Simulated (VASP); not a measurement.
# Si3B (Pm-3m) in VASP: further runs, part 2 of 2

VASP 6.6.1. The steps go on from the part before.

### 3 Single point, r2SCAN

This run uses another cell than the first one, of 11.72 Å³/atom, 0.938 times its volume.

POSCAR reads:

```
Si3B
1.0
    3.6057242583      0.0000000000      0.0000000000
    0.0000000000      3.6057242583      0.0000000000
    0.0000000000      0.0000000000      3.6057242583
Si B
3 1
Direct
    0.0000000000      0.5000000000      0.5000000000
    0.5000000000      0.0000000000      0.5000000000
    0.5000000000      0.5000000000      0.0000000000
    0.0000000000      0.0000000000      0.0000000000
```

INCAR.step1 reads:

```
SYSTEM = Si3B
  PREC = Accurate
  ENCUT = 520
  ISMEAR = 0
  SIGMA = 0.1
  LREAL = .False.
  LASPH = .True.
  NELM = 100
  NBANDS = 16
  GGA = PE
  ALGO = Normal
  EDIFF = 1E-4
  LWAVE = .True.
  LCHARG = .False.
```

INCAR.step2 reads:

```
SYSTEM = Si3B
  PREC = Accurate
  ENCUT = 520
  EDIFF = 1E-6
  ISMEAR = 0
  SIGMA = 0.1
  LREAL = .False.
  LASPH = .True.
  NELM = 100
  ALGO = Normal
  ISIF = 2
  LWAVE = .False.
  LCHARG = .False.
  METAGGA = R2SCAN
  LMIXTAU = .True.
  NBANDS = 16
  ISTART = 1
```

KPOINTS reads:

```
regular mesh
0
Gamma
  14 14 14
  0 0 0
```

Potentials or basis: VASP PAW PBE potentials, release 64 (Si, B).

Launch:

```bash
$ cat potpaw_PBE.64/Si/POTCAR potpaw_PBE.64/B/POTCAR > POTCAR
$ cp INCAR.step1 INCAR
$ mpirun -np 1 vasp_std > vasp.out
$ cp INCAR.step2 INCAR
$ mpirun -np 1 vasp_std > vasp.out
```

OUTCAR:

```text
SYSTEM = Si3B
   PREC = Accurate
   ENCUT = 520
   EDIFF = 1E-6
   ISMEAR = 0
   LREAL = .False.
   LASPH = .True.
   NELM = 100
   ISIF = 2
   METAGGA = R2SCAN
   ISTART = 1

 ion  position               nearest neighbor table
   1  0.000  0.500  0.500-   2 2.55   3 2.55   4 2.55   3 2.55   4 2.55   2 2.55   4 2.55   4 2.55
                             2 2.55   3 2.55   3 2.55   2 2.55
   2  0.500  0.000  0.500-   1 2.55   3 2.55   4 2.55   3 2.55   4 2.55   1 2.55   3 2.55   3 2.55
                             1 2.55   4 2.55   4 2.55   1 2.55
   3  0.500  0.500  0.000-   1 2.55   2 2.55   4 2.55   1 2.55   2 2.55   2 2.55   4 2.55   2 2.55
                             1 2.55   4 2.55   1 2.55   4 2.55
   4  0.000  0.000  0.000-   1 2.55   2 2.55   3 2.55   1 2.55   2 2.55   1 2.55   3 2.55   1 2.55
                             2 2.55   3 2.55   2 2.55   3 2.55

  LATTYP: Found a simple cubic cell.
 ALAT       =     3.6057242583

  Lattice vectors:

 A1 = (   3.6057242583,   0.0000000000,   0.0000000000)
 A2 = (   0.0000000000,   3.6057242583,   0.0000000000)
 A3 = (   0.0000000000,   0.0000000000,   3.6057242583)

Analysis of symmetry for initial positions (statically):
=====================================================================
 Subroutine PRICEL returns:
 Original cell was already a primitive cell.
[... 176 lines left out ...]

 val. band max:       10.9105730956   @ k =   0.5000   0.2143   0.2143
 cond. band min:      10.9281614995   @ k =   0.2143   0.2143   0.0714
 fundamental gap:      0.0175884039
 Fermi energy:        10.9202597724

 k-point     1 :       0.0000    0.0000    0.0000
  band No.  band energies     occupation
      1      -5.6360      2.00000
      2       4.7807      2.00000
      3       4.7807      2.00000
      4       4.7807      2.00000
      5       6.2840      2.00000
      6       7.1447      2.00000
[... 433 lines left out ...]
      3       2.8341      2.00000
      4       5.9963      2.00000
      5       6.7007      2.00000
      6       8.6668      2.00000
[... 8 lines left out ...]
     15      17.1969      0.00000
     16      21.5723      0.00000

 [... further k-points ...]
[... 5 lines left out ...]
  --------------------------------------------------------------------------------------
  -------------------------------------------------------------------------------------
  Total        0.0190892      0.0190892      0.0190892      0.0000000     -0.0000000      0.0000000
  in kB        0.6524104      0.6524104      0.6524104      0.0000000     -0.0000000      0.0000000
  external PRESSURE =       0.6524104 kB  Pullay stress =       0.0000000 kB

 VOLUME and BASIS-vectors are now :
 -----------------------------------------------------------------------------
  energy-cutoff  :      520.00
  volume of cell :       46.88
      direct lattice vectors                 reciprocal lattice vectors
     3.605724258  0.000000000  0.000000000     0.277336792  0.000000000  0.000000000
     0.000000000  3.605724258  0.000000000     0.000000000  0.277336792  0.000000000
     0.000000000  0.000000000  3.605724258     0.000000000  0.000000000  0.277336792

 POSITION                                       TOTAL-FORCE (eV/Angst)
 -----------------------------------------------------------------------------------
      0.00000      1.80286      1.80286         0.000000      0.000000      0.000000
      1.80286      0.00000      1.80286         0.000000      0.000000      0.000000
      1.80286      1.80286      0.00000         0.000000      0.000000      0.000000
      0.00000      0.00000      0.00000         0.000000      0.000000      0.000000
 -----------------------------------------------------------------------------------
    total drift:                               -0.000000     -0.000000      0.000000

  FREE ENERGIE OF THE ION-ELECTRON SYSTEM (eV)
  ---------------------------------------------------
  free  energy   TOTEN  =       -29.1428225036 eV

  energy  without entropy=      -29.1351036589  energy(sigma->0) =      -29.13896308
```

OSZICAR.step1:

```text
N       E                     dE             d eps       ncg     rms          rms(c)
DAV:   1     0.177768364496E+02    0.17777E+02   -0.60874E+03  3840   0.802E+02
DAV:   2    -0.181176368644E+02   -0.35894E+02   -0.32713E+02  5200   0.124E+02
DAV:   3    -0.192471406962E+02   -0.11295E+01   -0.11184E+01  5136   0.184E+01
DAV:   4    -0.192522076805E+02   -0.50670E-02   -0.50659E-02  4760   0.160E+00
DAV:   5    -0.192522359896E+02   -0.28309E-04   -0.28307E-04  5232   0.108E-01    0.613E+00
DAV:   6    -0.191463758637E+02    0.10586E+00   -0.80574E-02  4840   0.152E+00    0.344E+00
DAV:   7    -0.191134137037E+02    0.32962E-01   -0.36075E-02  4816   0.101E+00    0.667E-01
DAV:   8    -0.191111051274E+02    0.23086E-02   -0.27243E-03  4856   0.297E-01    0.170E-01
DAV:   9    -0.191109226717E+02    0.18246E-03   -0.30706E-04  4408   0.994E-02    0.398E-02
DAV:  10    -0.191109089783E+02    0.13693E-04   -0.21177E-05  2320   0.306E-02
   1 F= -.19110909E+02 E0= -.19106569E+02  d E =-.868086E-02
```

It took 7.8 min on 1 thread of Oxide Virtual Turin-like, shared host; peak memory 0.18 GiB.

What came out:

```
Free energy : -29.1428 eV
Pressure    : 0.1 GPa
```

Levels at points of the mesh, in eV from the Fermi level:
```tsv
k point	band 6	band 7	band 8	band 9	band 10	band 11
(0.00, 0.00, 0.00)	-3.78	-3.78	3.39	3.39	3.39	4.94
(0.50, 0.00, 0.00)	-3.36	-2.08	-1.65	-1.04	-0.93	5.92
(0.50, 0.50, 0.00)	-0.99	-0.13	-0.13	1.03	1.03	1.08
(0.50, 0.50, 0.50)	-7.89	-7.89	-7.48	8.20	8.20	8.20
```

Caveat: the PAW data sets were made with another functional, which shifts forces and pressure a little.

### 4 Relaxation of cell and atoms, r2SCAN

This run uses another cell than the first one, of 11.74 Å³/atom, 0.939 times its volume.

POSCAR reads:

```
Si3B
1.0
    3.6074559912      0.0000000000      0.0000000000
    0.0000000000      3.6074559912      0.0000000000
    0.0000000000      0.0000000000      3.6074559912
Si B
3 1
Direct
    0.0000000000      0.5000000000      0.5000000000
    0.5000000000      0.0000000000      0.5000000000
    0.5000000000      0.5000000000      0.0000000000
    0.0000000000      0.0000000000      0.0000000000
```

INCAR.step1 reads:

```
PREC     = Accurate       # precision mode
ENCUT    = 600            # plane-wave cutoff, eV
ISMEAR   = 0              # smearing method
SIGMA    = 0.1            # smearing width, eV
LREAL    = F              # projectors in reciprocal space
LASPH    = T              # aspherical terms in the spheres
NELM     = 80             # most SCF steps
GGA      = PE             # functional
ALGO     = Normal         # electronic algorithm
EDIFF    = 1E-4           # SCF threshold, eV
LWAVE    = T              # write WAVECAR
LCHARG   = F              # write CHGCAR
```

INCAR.step2 reads:

```
PREC     = Accurate       # precision mode
ENCUT    = 600            # plane-wave cutoff, eV
EDIFF    = 1E-6           # SCF threshold, eV
ISMEAR   = 0              # smearing method
SIGMA    = 0.1            # smearing width, eV
LREAL    = F              # projectors in reciprocal space
LASPH    = T              # aspherical terms in the spheres
NELM     = 80             # most SCF steps
ALGO     = Normal         # electronic algorithm
ISIF     = 3              # what is computed and relaxed
LWAVE    = F              # write WAVECAR
LCHARG   = F              # write CHGCAR
METAGGA  = R2SCAN         # meta-GGA
LMIXTAU  = T            
IBRION   = 2              # ionic algorithm
NSW      = 100            # ionic steps
EDIFFG   = -0.01          # ionic threshold
ISTART   = 1
```

KPOINTS reads:

```
regular mesh
0
Gamma
  14 14 14
```

Launch:

```bash
$ cat potpaw_PBE.64/Si/POTCAR potpaw_PBE.64/B/POTCAR > POTCAR
$ cp INCAR.step1 INCAR
$ mpirun -np 1 vasp_std > vasp.out
$ cp INCAR.step2 INCAR
$ mpirun -np 1 vasp_std > vasp.out
```

Run time: 6.6 min. Hardware: 1 thread of Oxide Virtual Turin-like, shared host; peak memory 0.18 GiB.

It converged, with:

| Item | Value |
| --- | --- |
| Free energy | -29.1431 eV |
| Pressure after relaxing | -0.1 GPa |

Final structure:
```
CELL_PARAMETERS angstrom
3.60746 0.00000 0.00000
0.00000 3.60746 0.00000
0.00000 0.00000 3.60746
ATOMIC_POSITIONS crystal
Si 0.00000 0.50000 0.50000
Si 0.50000 0.00000 0.50000
Si 0.50000 0.50000 0.00000
B 0.00000 0.00000 0.00000
```

Levels at points of the mesh, in eV from the Fermi level:
| k point | band 5 | band 6 | band 7 | band 8 | band 9 | band 10 | band 11 |
| --- | --- | --- | --- | --- | --- | --- | --- |
| (0.00, 0.00, 0.00) | -4.63 | -3.78 | -3.78 | 3.38 | 3.38 | 3.38 | 4.93 |
| (0.50, 0.00, 0.00) | -3.36 | -3.36 | -2.08 | -1.66 | -1.05 | -0.93 | 5.92 |
| (0.50, 0.50, 0.00) | -1.09 | -0.98 | -0.13 | -0.13 | 1.03 | 1.03 | 1.08 |
| (0.50, 0.50, 0.50) | -7.88 | -7.88 | -7.88 | -7.48 | 8.19 | 8.19 | 8.19 |

Caveat: the relaxation stopped at its first step, so nothing moved; the PAW data sets were made with another functional, which shifts forces and pressure a little.

### 5 The runs side by side

| task | cell | k mesh | cutoff (eV) | gap on the mesh (eV) | pressure (GPa) |
| --- | --- | --- | --- | --- | --- |
| relaxation of cell and atoms | relaxed from a = 3.684 Å, 4 atoms | 6 × 6 × 6 | 600 | none | 0.0 |
| single point | a = 3.606 Å, 4 atoms | 14 × 14 × 14 | 520 | none | 0.1 |
| relaxation of cell and atoms | relaxed from a = 3.607 Å, 4 atoms | 14 × 14 × 14 | 600 | none | -0.1 |

Alike in all rows: level r2SCAN; potentials or basis VASP PAW PBE potentials, release 64 (Si, B); no spin polarisation; smearing gaussian 0.1 eV.

Caveats: the PAW data sets were made with another functional, which shifts forces and pressure a little; the relaxation stopped at its first step, so nothing moved (some runs).

Total energies depend on the potentials used, so only differences within one code and one set of settings carry meaning.
